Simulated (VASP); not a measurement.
**Ga2Te2O: single point with PBE**

The system is Ga2Te2O.

```
Ga Te O
1.0
     5.30454    0.00000    0.00000
    -2.65227    4.59386    0.00000
     0.00000    0.00000    6.40224
Ga Te O
2 2 1
Direct
  0.00000 0.00000 0.21896
  0.00000 0.00000 0.78104
  0.33333 0.66667 0.00000
  0.66667 0.33333 0.00000
  0.00000 0.00000 0.50000
```

The cell was built from a structure type or drawn by symmetry, and may not be a known phase.

```
Program             : VASP 6.6.1
Task                : single point
Functional          : PBE
Potentials or basis : VASP PAW PBE potentials, release 64 (Ga_d, Te, O)
Cutoff              : 520 eV
k mesh              : 12 × 12 × 6
Occupations         : gaussian, width 0.1 eV
Spin                : no spin polarisation
```

```yaml
Pressure: 0.0 GPa
Largest_force: 0.029 eV/Å
Band_gap_on_the_k_mesh: zero (bands 22 and 23 overlap by 2.24 eV)
```

Forces on the atoms (eV/Å):
```
Ga   0.000  0.000 -0.029
Ga   0.000  0.000  0.029
Te   0.000  0.000  0.000
Te   0.000  0.000  0.000
O    0.000  0.000  0.000
```

Stress tensor (GPa, compression positive):
```
-0.01  0.00  0.00
 0.00 -0.01  0.00
 0.00  0.00  0.07
```

Levels at points of the mesh, in eV from the Fermi level:
```csv
k point,band 19,band 20,band 21,band 22,band 23,band 24,band 25,band 26
"(0.00, 0.00, 0.00)",-3.02,-3.02,-1.27,-1.27,0.21,2.06,2.36,3.04
"(0.50, 0.00, 0.00)",-2.57,-1.45,-0.43,0.40,0.74,1.53,2.37,3.51
"(0.00, 0.00, 0.50)",-2.72,-2.72,-1.81,-1.81,0.15,0.51,3.82,3.82
"(0.50, 0.00, 0.50)",-2.66,-1.86,-0.50,-0.07,0.29,1.53,2.99,3.02
```

Wall time 7.9 min on 1 thread of Oxide Virtual Turin-like Processor, with other jobs on the host, peak memory 0.45 GiB.

Caveat: spin-orbit coupling is left out, which moves the levels of the heavy elements.
